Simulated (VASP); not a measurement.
# HfMo (Cmmm) in VASP: notebook

HfMo is run at these levels: LDA; tasks: single point, relaxation of volume and atoms at fixed shape.

All numbers are computed with VASP 6.6.1; they aren't measurements. Logs are shortened: lines on timing, memory, paths and dates and some standing lists are left out, and cuts for length are marked.

## (1) The cell of the first run

The structure is orthorhombic, space group Cmmm (No. 65). The conventional cell has a = 3.270 Å, b = 4.838 Å, c = 4.351 Å, α = 90.00°, β = 90.00°, γ = 90.00°. Within 3.6 Å of Hf (site symmetry mmm) lie 8 Mo at 2.72 to 3.25 Å and 6 Hf at 2.92 to 3.27 Å. Mo (site symmetry mmm) has 8 Hf at 2.72 to 3.25 Å and 6 Mo at 2.92 to 3.27 Å within 3.6 Å.

## (2) Single point, LDA

INCAR reads:

```
SYSTEM = HfMo
PREC = Accurate ; ENCUT = 500
EDIFF = 1E-6 ; ISMEAR = -1
SIGMA = 0.05 ; LREAL = .False.
LASPH = .True. ; NELM = 120
ALGO = Normal ; ISIF = 2
LWAVE = .False. ; LCHARG = .False.
GGA = CA ; NBANDS = 19
GGA_COMPAT = .False.
```

KPOINTS reads:

```
Automatic mesh
0
Gamma
  7 7 5
  0 0 0
```

POSCAR reads:

```
HfMo
1.0
    1.6351079702     -2.4190653609      0.0000000000
    1.6351079702      2.4190653609      0.0000000000
    0.0000000000      0.0000000000      4.3509621239
Hf Mo
1 1
Direct
    0.0000000000      0.0000000000      0.0000000000
    0.5000000000      0.5000000000      0.5000000000
```

Potentials or basis: VASP PAW LDA potentials, release 64 (Hf_pv, Mo_sv).

The run is started by

```console
> cat potpaw_LDA.64/Hf_pv/POTCAR potpaw_LDA.64/Mo_sv/POTCAR > POTCAR
> mpirun -np 1 vasp_std > vasp.out
```

OUTCAR:

```text
SYSTEM = HfMo
   PREC = Accurate
   ENCUT = 500
   EDIFF = 1E-6
   ISMEAR = -1
   LREAL = .False.
   LASPH = .True.
   NELM = 120
   ISIF = 2
   GGA = CA

 ion  position               nearest neighbor table
   1  0.000  0.000  0.000-   2 2.72   2 2.72   2 2.72   2 2.72   2 3.25   2 3.25   2 3.25   2 3.25

   2  0.500  0.500  0.500-   1 2.72   1 2.72   1 2.72   1 2.72   1 3.25   1 3.25   1 3.25   1 3.25

  LATTYP: Found a base centered orthorhombic cell.
 ALAT       =     3.2702159404
 B/A-ratio  =     1.4794529811
 C/A-ratio  =     1.3304815961

  Lattice vectors:

 A1 = (   1.6351079702,  -2.4190653609,   0.0000000000)
 A2 = (   1.6351079702,   2.4190653609,   0.0000000000)
 A3 = (   0.0000000000,   0.0000000000,   4.3509621239)

Analysis of symmetry for initial positions (statically):
=====================================================================
 Subroutine PRICEL returns:
 Original cell was already a primitive cell.

 Routine SETGRP: Setting up the symmetry group for a
 base centered orthorhombic supercell.

 Subroutine GETGRP returns: Found  8 space group operations
 (whereof  8 operations were pure point group operations)
 out of a pool of  8 trial point group operations.

The static configuration has the point symmetry D_2h.

Analysis of symmetry for dynamics (positions and initial velocities):
=====================================================================
 Subroutine PRICEL returns:
 Original cell was already a primitive cell.

 Routine SETGRP: Setting up the symmetry group for a
 base centered orthorhombic supercell.

 Subroutine GETGRP returns: Found  8 space group operations
 (whereof  8 operations were pure point group operations)
 out of a pool of  8 trial point group operations.

The dynamic configuration has the point symmetry D_2h.

 Subroutine INISYM returns: Found  8 space group operations
 (whereof  8 operations are pure point group operations),
 and found     1 'primitive' translations

----------------------------------------------------------------------------------------

                                     Primitive cell

  volume of cell :      34.4199

  direct lattice vectors                    reciprocal lattice vectors
     1.635107970 -2.419065361  0.000000000     0.305790204 -0.206691397  0.000000000
     1.635107970  2.419065361  0.000000000     0.305790204  0.206691397  0.000000000
     0.000000000  0.000000000  4.350962124     0.000000000  0.000000000  0.229834223

  length of vectors
     2.919838231  2.919838231  4.350962124     0.369092106  0.369092106  0.229834223

  position of ions in fractional coordinates (direct lattice)
     0.000000000  0.000000000  0.000000000
     0.500000000  0.500000000  0.500000000

  ion indices of the primitive-cell ions
   primitive index   ion index
                 1           1
                 2           2

----------------------------------------------------------------------------------------

 KPOINTS: Automatic mesh

Automatic generation of k-mesh.
 Grid dimensions read from file:
 generate k-points for:    7    7    5

 Generating k-lattice:

  Cartesian coordinates                     Fractional coordinates (reciprocal lattice)
     0.043684315 -0.029527342  0.000000000     0.142857143 -0.000000000  0.000000000
     0.043684315  0.029527342  0.000000000    -0.000000000  0.142857143  0.000000000
     0.000000000  0.000000000  0.045966845     0.000000000  0.000000000  0.200000000

  Length of vectors
     0.052727444  0.052727444  0.045966845

  Shift w.r.t. Gamma in fractional coordinates (k-lattice)
     0.000000000  0.000000000  0.000000000

 Subroutine IBZKPT returns following result:
 ===========================================

 Found     48 irreducible k-points:

 Following reciprocal coordinates:
            Coordinates               Weight
  0.000000  0.000000  0.000000      1.000000
  0.142857  0.000000  0.000000      4.000000
  0.285714 -0.000000  0.000000      4.000000
  0.428571  0.000000  0.000000      4.000000
  0.142857  0.142857  0.000000      2.000000
  0.285714  0.142857  0.000000      4.000000
[... 16 lines left out ...]
  0.428571  0.142857  0.200000      8.000000
 -0.428571  0.142857  0.200000      8.000000
 [... further k-points ...]
   k-points           NKPTS =     48   k-points in BZ     NKDIM =     48   number of bands    NBANDS=     19
   number of dos      NEDOS =    301   number of ions     NIONS =      2
   total plane-waves  NPLWV =  18432
   dimension x,y,z NGX =    24 NGY =   24 NGZ =   32
   dimension x,y,z NGXF=    48 NGYF=   48 NGZF=   64
   ions per type =               1   1
   NGX,Y,Z   is equivalent  to a cutoff of  13.66, 13.66, 12.23 a.u.
   NGXF,Y,Z  is equivalent  to a cutoff of  27.33, 27.33, 24.45 a.u.
 SYSTEM =  HfMo
   PREC   = accura    normal or accurate (medium, high low for compatibility)
   ISTART =      0    job   : 0-new  1-cont  2-samecut
   ICHARG =      2    charge: 1-file 2-atom 10-const
   ISPIN  =      1    spin polarized calculation?
   LNONCOLLINEAR =      F non collinear calculations
   LSORBIT =      F    spin-orbit coupling
   LASPH  =      T    aspherical Exc in radial PAW
   ENCUT  =  500.0 eV  36.75 Ry    6.06 a.u.   5.32  5.32  7.93*2*pi/ulx,y,z
   NELM   =    120;   NELMIN=  2; NELMDL= -5     # of ELM steps
   EDIFF  = 0.1E-05   stopping-criterion for ELM
   LREAL  =      F    real-space projection
   EDIFFG = 0.1E-04   stopping-criterion for IOM
   NSW    =      0    number of steps for IOM
   IBRION =     -1    ionic relax: 0-MD 1-quasi-New 2-CG
   NFREE  =      0    steps in history (QN), initial steepest desc. (CG)
   ISIF   =      2    stress and relaxation
   ISYM   =      2    0-nonsym 1-usesym 2-fastsym
   POTIM  = 0.5000    time-step for ionic-motion
   TEBEG  =    0.0;   TEEND  =   0.0 temperature during run
   PSTRESS=    0.0 pullay stress
   NELECT =      24.0000    total number of electrons
   NUPDOWN=      -1.0000    fix difference up-down
   EMIN   =  10.00;   EMAX   =-10.00  energy-range for DOS
   EFERMI =   0.00;   METHOD = LEGACY
   ISMEAR =    -1;   SIGMA  =   0.05  broadening in eV -4-tet -1-fermi 0-gaus
   EFERMI_NEDOS =   21; number of points for ismear=-14 and -15
   IALGO  =     38    algorithm
   IMIX   =      4    mixing-type and parameters
     AMIX     =   0.40;   BMIX     =  1.00
     AMIX_MAG =   1.60;   BMIX_MAG =  1.00
  volume/ion in A,a.u.               =      17.21       116.14
  Fermi-wavevector in a.u.,A,eV,Ry     =   1.451695  2.743306 28.673179  2.107419
  Thomas-Fermi vector in A             =   2.569163
   LORBIT       =      0    0 simple, 1 ext, 2 COOP (PROOUT), +10 PAW based schemes
   GGA     = CA    functional components
   LHFCALC =     F    Hartree Fock is set to
   AEXX    =    0.0000 exact exchange contribution
   IVDW    =     0    specifies the selected vdW correction
   LEPSILON=     F    determine dielectric tensor
   LRPA    =     F    only Hartree local field effects (RPA)
 non-spin polarized calculation
  energy-cutoff  :      500.00
  volume of cell :       34.42
 maximum number of plane-waves:       894
 NGX is ok and might be reduce to    24
   NGX = 11   NGY = 11   NGZ = 15

 number of electron      24.0000000 magnetization

 Free energy of the ion-electron system (eV)
  ---------------------------------------------------
  ext. energy  EPLUGINS =         0.00000000
  ---------------------------------------------------
  free energy    TOTEN  =       -22.75046387 eV

  energy without entropy =      -22.72784313  energy(sigma->0) =      -22.73915350

 E-fermi :   8.4202     XC(G=0): -12.8733

 val. band max:        8.3841997020   @ k =   0.1429   0.0000   0.0000
 cond. band min:       8.4231719431   @ k =  -0.2857   0.2857   0.4000
 fundamental gap:      0.0389722411
 Fermi energy:         8.4202246814

 k-point     1 :       0.0000    0.0000    0.0000
  band No.  band energies     occupation
      1     -51.5165      2.00000
      2     -25.9621      2.00000
      3     -25.5738      2.00000
      4     -25.4579      2.00000
      5     -20.9857      2.00000
      6     -20.7135      2.00000
[... 11 lines left out ...]
     18      14.0098      0.00000
     19      16.9502      0.00000

 k-point     2 :       0.1429    0.0000    0.0000
  band No.  band energies     occupation
      1     -51.5044      2.00000
      2     -25.9276      2.00000
      3     -25.6514      2.00000
      4     -25.5001      2.00000
      5     -20.9967      2.00000
      6     -20.8775      2.00000
[... 11 lines left out ...]
     18      14.0351      0.00000
     19      17.7837      0.00000

 k-point     3 :       0.2857   -0.0000    0.0000
  band No.  band energies     occupation
      1     -51.4770      2.00000
      2     -25.8819      2.00000
      3     -25.8488      2.00000
      4     -25.5328      2.00000
      5     -21.3186      2.00000
      6     -21.0227      2.00000
[... 11 lines left out ...]
     18      13.8848      0.00000
     19      18.9502      0.00000

 k-point     4 :       0.4286    0.0000    0.0000
  band No.  band energies     occupation
      1     -51.4549      2.00000
      2     -26.0716      2.00000
      3     -25.7840      2.00000
      4     -25.5484      2.00000
      5     -21.6632      2.00000
      6     -21.0450      2.00000
[... 11 lines left out ...]
     18      14.7063      0.00000
     19      18.3456      0.00000

 k-point     5 :       0.1429    0.1429    0.0000
  band No.  band energies     occupation
      1     -51.4894      2.00000
      2     -25.8697      2.00000
      3     -25.7251      2.00000
      4     -25.5809      2.00000
      5     -21.0481      2.00000
      6     -21.0372      2.00000
[... 11 lines left out ...]
     18      14.2701      0.00000
     19      19.1597      0.00000

 k-point     6 :       0.2857    0.1429    0.0000
  band No.  band energies     occupation
      1     -51.4629      2.00000
      2     -25.9067      2.00000
      3     -25.7983      2.00000
      4     -25.6502      2.00000
      5     -21.3836      2.00000
      6     -21.0529      2.00000
[... 11 lines left out ...]
     18      14.8778      0.00000
     19      17.6396      0.00000

 k-point     7 :       0.4286    0.1429    0.0000
  band No.  band energies     occupation
      1     -51.4449      2.00000
      2     -26.0637      2.00000
      3     -25.7682      2.00000
      4     -25.6503      2.00000
      5     -21.6420      2.00000
      6     -21.0305      2.00000
[... 11 lines left out ...]
     18      15.0894      0.00000
     19      18.2366      0.00000

 k-point     8 :      -0.4286    0.1429    0.0000
  band No.  band energies     occupation
      1     -51.4490      2.00000
      2     -26.0389      2.00000
      3     -25.8029      2.00000
      4     -25.6261      2.00000
      5     -21.5799      2.00000
      6     -20.9864      2.00000
[... 256 lines left out ...]
 k-point    20 :       0.4286    0.0000    0.2000
  band No.  band energies     occupation
      1     -51.4547      2.00000
      2     -26.0895      2.00000
      3     -25.8098      2.00000
      4     -25.5542      2.00000
      5     -21.6266      2.00000
      6     -21.0057      2.00000
[... 11 lines left out ...]
     18      14.8405      0.00000
     19      17.8660      0.00000

 k-point    21 :       0.1429    0.1429    0.2000
  band No.  band energies     occupation
      1     -51.4896      2.00000
      2     -25.8746      2.00000
      3     -25.7319      2.00000
      4     -25.5806      2.00000
      5     -21.0895      2.00000
      6     -20.9769      2.00000
[... 11 lines left out ...]
     18      13.8915      0.00000
     19      18.1595      0.00000

 k-point    22 :       0.2857    0.1429    0.2000
  band No.  band energies     occupation
      1     -51.4628      2.00000
      2     -25.9275      2.00000
      3     -25.8189      2.00000
      4     -25.6544      2.00000
      5     -21.3489      2.00000
      6     -21.0168      2.00000
[... 11 lines left out ...]
     18      14.7870      0.00000
     19      18.5658      0.00000

 k-point    23 :       0.4286    0.1429    0.2000
  band No.  band energies     occupation
      1     -51.4447      2.00000
      2     -26.0794      2.00000
      3     -25.7956      2.00000
      4     -25.6566      2.00000
      5     -21.6092      2.00000
      6     -20.9907      2.00000
[... 11 lines left out ...]
     18      15.2872      0.00000
     19      17.9468      0.00000

 k-point    24 :      -0.4286    0.1429    0.2000
  band No.  band energies     occupation
      1     -51.4491      2.00000
      2     -26.0499      2.00000
      3     -25.8102      2.00000
      4     -25.6270      2.00000
      5     -21.5632      2.00000
      6     -20.9824      2.00000
[... 11 lines left out ...]
     18      15.5396      0.00000
     19      17.8107      0.00000

 [... further k-points ...]

------------------------ aborting loop because EDIFF is reached ----------------------------------------

  FORCE on cell =-STRESS in cart. coord.  units (eV):
  Direction    XX          YY          ZZ          XY          YZ          ZX
  --------------------------------------------------------------------------------------
  -------------------------------------------------------------------------------------
  Total       -0.0981775     -0.1250162      0.3573819      0.0000000      0.0000000      0.0000000
  in kB       -4.5699699     -5.8192563     16.6354202      0.0000000      0.0000000      0.0000000
  external PRESSURE =       2.0820647 kB  Pullay stress =       0.0000000 kB

 VOLUME and BASIS-vectors are now :
 -----------------------------------------------------------------------------
  energy-cutoff  :      500.00
  volume of cell :       34.42
      direct lattice vectors                 reciprocal lattice vectors
     1.635107970 -2.419065361  0.000000000     0.305790204 -0.206691397  0.000000000
     1.635107970  2.419065361  0.000000000     0.305790204  0.206691397  0.000000000
     0.000000000  0.000000000  4.350962124     0.000000000  0.000000000  0.229834223

 POSITION                                       TOTAL-FORCE (eV/Angst)
 -----------------------------------------------------------------------------------
      0.00000      0.00000      0.00000        -0.000000      0.000000      0.000000
      1.63511      0.00000      2.17548         0.000000     -0.000000      0.000000
 -----------------------------------------------------------------------------------
    total drift:                                0.000000      0.000000     -0.000000

  FREE ENERGIE OF THE ION-ELECTRON SYSTEM (eV)
  ---------------------------------------------------
  free  energy   TOTEN  =       -22.7504638712 eV

  energy  without entropy=      -22.7278431253  energy(sigma->0) =      -22.73915350
```

Wall time 18 s (1 thread of Intel Xeon Platinum 8488C (Sapphire Rapids), shared host); peak memory 0.15 GiB.

Results:

```
Free energy            : -22.7505 eV
Pressure               : 0.2 GPa
Band gap on the k mesh : zero (bands 12 and 13 overlap by 2.11 eV)
```

Stress tensor (GPa, compression positive):
```
-0.46  0.00  0.00
 0.00 -0.58  0.00
 0.00  0.00  1.66
```

Levels at points of the mesh, in eV from the Fermi level:
| k point | band 10 | band 11 | band 12 | band 13 | band 14 | band 15 |
| --- | --- | --- | --- | --- | --- | --- |
| (0.00, 0.00, 0.00) | -1.88 | -0.58 | -0.05 | 1.53 | 1.97 | 2.71 |

Caveat: spin-orbit coupling is left out, which moves the levels of the heavy elements.

(Continued in part 2 of 2.)
